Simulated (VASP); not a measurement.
# Co (P6_3/mmc) in VASP: further runs, part 2 of 2

VASP 6.6.1. Earlier steps stand in the parts before.

**4. Single point, PBEsol, collinear spin, ferromagnetic start (equal strain along all axes, cell held: +3.0 %)**

Input file INCAR:

```
PREC = Accurate
ENCUT = 520
EDIFF = 1E-7
ISMEAR = 0
SIGMA = 0.1
LREAL = F
LASPH = T
NELM = 150
ALGO = Normal
ISIF = 2
LWAVE = F
LCHARG = F
ISPIN = 2
MAGMOM = 1.8 1.8
LORBIT = 11
LMAXMIX = 4
GGA = PS
NBANDS = 20
```

Input file KPOINTS:

```
regular mesh
0
Gamma
  24 24 14
```

Input file POSCAR:

```
Co
1.0
    2.5301457601      0.0000000000      0.0000000000
   -1.2650728800      2.1911705035      0.0000000000
    0.0000000000      0.0000000000      4.0886815604
Co
2
Direct
    0.3333333333      0.6666666667      0.2500000000
    0.6666666667      0.3333333333      0.7500000000
```

Potentials or basis: VASP PAW PBE potentials, release 64 (Co).

On the command line:

```sh
$ cat potpaw_PBE.64/Co/POTCAR > POTCAR
$ mpirun -np 1 vasp_std > vasp.out
```

OUTCAR:

```text
PREC = Accurate
   ENCUT = 520
   EDIFF = 1E-7
   ISMEAR = 0
   LREAL = F
   LASPH = T
   NELM = 150
   ISIF = 2
   ISPIN = 2
   LORBIT = 11
   GGA = PS

 ion  position               nearest neighbor table
   1  0.333  0.667  0.250-   2 2.51   2 2.51   2 2.51   2 2.51   2 2.51   2 2.51
   2  0.667  0.333  0.750-   1 2.51   1 2.51   1 2.51   1 2.51   1 2.51   1 2.51

  LATTYP: Found a hexagonal cell.
 ALAT       =     2.5301457601
 C/A-ratio  =     1.6159865668

  Lattice vectors:

 A1 = (   2.5301457601,   0.0000000000,   0.0000000000)
 A2 = (  -1.2650728800,   2.1911705035,   0.0000000000)
 A3 = (   0.0000000000,   0.0000000000,   4.0886815604)

Analysis of symmetry for initial positions (statically):
=====================================================================
 Subroutine PRICEL returns:
 Original cell was already a primitive cell.

 Routine SETGRP: Setting up the symmetry group for a
 hexagonal supercell.

 Subroutine GETGRP returns: Found 24 space group operations
 (whereof 12 operations were pure point group operations)
 out of a pool of 24 trial point group operations.

The static configuration has the point symmetry D_3d.
 The point group associated with its full space group is D_6h.

Analysis of symmetry for dynamics (positions and initial velocities):
=====================================================================
 Subroutine PRICEL returns:
 Original cell was already a primitive cell.

 Routine SETGRP: Setting up the symmetry group for a
 hexagonal supercell.

 Subroutine GETGRP returns: Found 24 space group operations
 (whereof 12 operations were pure point group operations)
 out of a pool of 24 trial point group operations.

The dynamic configuration has the point symmetry D_3d.
 The point group associated with its full space group is D_6h.

Analysis of structural, dynamic, and magnetic symmetry:
[... 154 lines left out ...]
  ---------------------------------------------------
  ext. energy  EPLUGINS =         0.00000000
  ---------------------------------------------------
  free energy    TOTEN  =       -15.35485124 eV

  energy without entropy =      -15.34596267  energy(sigma->0) =      -15.35040695

 E-fermi :   9.4667     XC(G=0): -13.3220

 val. band max:        9.4633826639   @ k =   0.2917   0.2500   0.4286
 cond. band min:       9.4680518530   @ k =   0.1667   0.0417   0.0714
 fundamental gap:      0.0046691891
 Fermi energy:         9.4666908439

 spin component 1

 k-point     1 :       0.0000    0.0000    0.0000
  band No.  band energies     occupation
      1       0.7545      1.00000
      2       4.5210      1.00000
      3       6.9297      1.00000
      4       6.9489      1.00000
      5       6.9489      1.00000
      6       7.2406      1.00000
[... 541 lines left out ...]
     19      31.1597      0.00000
     20      33.1059      0.00000

 [... further k-points ...]

 spin component 2

 k-point     1 :       0.0000    0.0000    0.0000
  band No.  band energies     occupation
      1       0.7996      1.00000
      2       5.4895      1.00000
      3       8.5704      1.00000
      4       8.5938      1.00000
      5       8.5938      1.00000
      6       8.9375      1.00000
[... 541 lines left out ...]
     19      31.6153      0.00000
     20      33.4235      0.00000

 [... further k-points ...]

------------------------ aborting loop because EDIFF is reached ----------------------------------------

  FORCE on cell =-STRESS in cart. coord.  units (eV):
  Direction    XX          YY          ZZ          XY          YZ          ZX
  --------------------------------------------------------------------------------------
  -------------------------------------------------------------------------------------
  Total       -2.5455878     -2.5455878     -2.5591297     -0.0000000      0.0000000      0.0000000
  in kB     -179.9258939   -179.9258939   -180.8830515     -0.0000000      0.0000000      0.0000000
  external PRESSURE =    -180.2449465 kB  Pullay stress =       0.0000000 kB

 VOLUME and BASIS-vectors are now :
 -----------------------------------------------------------------------------
  energy-cutoff  :      520.00
  volume of cell :       22.67
      direct lattice vectors                 reciprocal lattice vectors
     2.530145760  0.000000000  0.000000000     0.395234146  0.228188541  0.000000000
    -1.265072880  2.191170503  0.000000000     0.000000000  0.456377082  0.000000000
     0.000000000  0.000000000  4.088681560     0.000000000  0.000000000  0.244577619

 POSITION                                       TOTAL-FORCE (eV/Angst)
 -----------------------------------------------------------------------------------
     -0.00000      1.46078      1.02217         0.000000      0.000000      0.000000
      1.26507      0.73039      3.06651        -0.000000     -0.000000      0.000000
 -----------------------------------------------------------------------------------
    total drift:                               -0.000000      0.000000     -0.000000

  FREE ENERGIE OF THE ION-ELECTRON SYSTEM (eV)
  ---------------------------------------------------
  free  energy   TOTEN  =       -15.3548512374 eV

  energy  without entropy=      -15.3459626680  energy(sigma->0) =      -15.35040695

 total charge

# of ion       s       p       d       tot
------------------------------------------
    1        0.471   0.488   7.230   8.189
    2        0.471   0.488   7.230   8.189
--------------------------------------------------
tot          0.942   0.975  14.460  16.378

 magnetization (x)

# of ion       s       p       d       tot
------------------------------------------
    1       -0.014  -0.051   1.723   1.657
    2       -0.014  -0.051   1.723   1.657
--------------------------------------------------
tot         -0.029  -0.103   3.446   3.314
```

OSZICAR:

```text
N       E                     dE             d eps       ncg     rms          rms(c)
DAV:   1     0.837414532911E+02    0.83741E+02   -0.78636E+03 40732   0.117E+03
DAV:   2    -0.134230825023E+02   -0.97165E+02   -0.87416E+02 39584   0.215E+02
DAV:   3    -0.178596041660E+02   -0.44365E+01   -0.42457E+01 44220   0.558E+01
DAV:   4    -0.179262939151E+02   -0.66690E-01   -0.66639E-01 47876   0.602E+00
DAV:   5    -0.179282066022E+02   -0.19127E-02   -0.19126E-02 45316   0.971E-01    0.152E+01
DAV:   6    -0.159697263708E+02    0.19585E+01   -0.95668E+00 44004   0.628E+01    0.797E+00
DAV:   7    -0.153896129483E+02    0.58011E+00   -0.16382E+00 44704   0.236E+01    0.376E+00
DAV:   8    -0.153718173192E+02    0.17796E-01   -0.17459E-02 51712   0.116E+00    0.157E+00
DAV:   9    -0.153560068173E+02    0.15811E-01   -0.28671E-03 63776   0.920E-01    0.513E-01
DAV:  10    -0.153552517992E+02    0.75502E-03   -0.42740E-04 50800   0.248E-01    0.236E-01
DAV:  11    -0.153548615746E+02    0.39022E-03   -0.13063E-04 56880   0.170E-01    0.332E-02
DAV:  12    -0.153548544210E+02    0.71536E-05   -0.93653E-06 46256   0.254E-02    0.197E-02
DAV:  13    -0.153548514903E+02    0.29307E-05   -0.21009E-06 61676   0.158E-02    0.855E-03
DAV:  14    -0.153548513210E+02    0.16935E-06   -0.28676E-07 42116   0.449E-03    0.114E-03
DAV:  15    -0.153548511957E+02    0.12531E-06   -0.10376E-08 20644   0.117E-03    0.110E-03
DAV:  16    -0.153548512374E+02   -0.41683E-07   -0.31525E-09 20060   0.731E-04
   1 F= -.15354851E+02 E0= -.15350407E+02  d E =-.888857E-02  mag=     3.2664
```

stdout:

```text
POSCAR found type information on POSCAR Co
 POSCAR found :  1 types and       2 ions
 scaLAPACK will be used
 -----------------------------------------------------------------------------
|                                                                             |
|                                                                             |
|     You enforced a specific xc type in the INCAR file but a different       |
|     I HOPE YOU KNOW WHAT YOU ARE DOING!                                     |
|                                                                             |
 -----------------------------------------------------------------------------

 LDA part: xc-table for (Slater+PW92), standard interpolation
 POSCAR, INCAR and KPOINTS ok, starting setup
 FFT: planning ... GRIDC
 FFT: planning ... GRID_SOFT
 FFT: planning ... GRID
 WAVECAR not read
 entering main loop
```

Wall time 3.9 min (1 thread of AMD EPYC 9R45 (Zen 5), shared host); peak memory 0.35 GiB.

What came out:

```yaml
Free_energy: -15.3549 eV
Pressure: -18.0 GPa
Net_moment: 3.27 μB per cell
Site_moments: Co +1.66 μB
Valence_electrons_inside_the_program's_atomic_spheres: Co 8.19
```

Caveat: the cell differs from its parent crystal (equal strain along all axes, cell held: +3.0 %); the cell stands under tension; the PAW data sets were made with another functional, which shifts forces and pressure a little.

**5. Single point, PBEsol, collinear spin, ferromagnetic start (uniaxial strain along c: +1.0 %)**

Input file INCAR:

```
PREC = Accurate
ENCUT = 520
EDIFF = 1E-7
ISMEAR = 0
SIGMA = 0.1
LREAL = False
LASPH = True
NELM = 150
ALGO = Fast
ISIF = 2
LWAVE = False
LCHARG = False
ISPIN = 2
MAGMOM = 1.8 1.8
LORBIT = 11
LMAXMIX = 4
GGA = PS
NBANDS = 20
```

Input file KPOINTS:

```
Automatic mesh
0
Gamma
  24 24 14
```

Input file POSCAR:

```
Co
1.0
    2.4503110637      0.0000000000      0.0000000000
   -1.2251555319      2.1220316284      0.0000000000
    0.0000000000      0.0000000000      4.0092896855
Co
2
Direct
    0.3333333333      0.6666666667      0.2500000000
    0.6666666667      0.3333333333      0.7500000000
```

On the command line:

```sh
$ cat potpaw_PBE.64/Co/POTCAR > POTCAR
$ mpirun -np 1 vasp_std > vasp.out
```

Run time: 3.3 min. Hardware: 1 thread of AMD EPYC 9R45 (Zen 5), shared host; peak memory 0.33 GiB.

Results (log left out):

```yaml
Free_energy: -15.4735 eV
Pressure: -2.0 GPa
Net_moment: 3.15 μB per cell
Site_moments: Co +1.58 μB
Valence_electrons_inside_the_program's_atomic_spheres: Co 8.35
```

Stress tensor (GPa, compression positive):
```
-0.58  0.00  0.00
 0.00 -0.58  0.00
 0.00  0.00 -4.85
```

Levels at points of the mesh, in eV from the Fermi level:
Spin up:
| k point | band 8 | band 9 | band 10 | band 11 | band 12 | band 13 | band 14 | band 15 |
| --- | --- | --- | --- | --- | --- | --- | --- | --- |
| (0.00, 0.00, 0.00) | -1.87 | -1.87 | -0.74 | -0.74 | -0.29 | 6.53 | 22.42 | 25.48 |
| (0.50, 0.00, 0.00) | -0.55 | -0.52 | -0.40 | 1.45 | 3.56 | 9.89 | 10.59 | 13.02 |
| (0.00, 0.00, 0.50) | -2.67 | -1.07 | -1.07 | -1.07 | -1.07 | 15.14 | 15.14 | 23.16 |
| (0.50, 0.00, 0.50) | -1.01 | -0.46 | -0.46 | 1.64 | 1.64 | 7.64 | 7.64 | 18.95 |
Spin down:
```csv
k point,band 5,band 6,band 7,band 8,band 9,band 10
"(0.00, 0.00, 0.00)",-1.03,-0.66,-0.66,-0.26,-0.15,-0.15
"(0.50, 0.00, 0.00)",-1.15,-1.14,-0.71,1.27,1.35,1.43
"(0.00, 0.00, 0.50)",-1.08,-1.08,-1.08,-1.08,0.74,0.74
"(0.50, 0.00, 0.50)",-0.06,-0.06,0.27,0.27,1.36,1.36
```

Caveat: the cell differs from its parent crystal (uniaxial strain along c: +1.0 %); the PAW data sets were made with another functional, which shifts forces and pressure a little.

**6. The runs side by side**

```tsv
cell	gap on the mesh (eV)	pressure (GPa)	moment (μB)
a = 2.463, b = 2.463, c = 3.930 Å, angles 90.0, 90.0, 120.0°, 2 atoms	none	0.3	3.12
a = 2.456, b = 2.456, c = 3.970 Å, angles 90.0, 90.0, 120.0°, 2 atoms	none	-0.9	3.14
a = 2.530, b = 2.530, c = 4.089 Å, angles 90.0, 90.0, 120.0°, 2 atoms	none	-18.0	3.27
a = 2.450, b = 2.450, c = 4.009 Å, angles 90.0, 90.0, 120.0°, 2 atoms	none	-2.0	3.15
```

Alike in all rows: task single point; level PBEsol; potentials or basis VASP PAW PBE potentials, release 64 (Co); spin collinear, ferromagnetic start; k mesh 24 × 24 × 14; cutoff (eV) 520; smearing gaussian 0.1 eV.

Caveats: the PAW data sets were made with another functional, which shifts forces and pressure a little; the cell stands under tension (at least some runs).

Absolute energies hang on the potentials; compare differences alone.
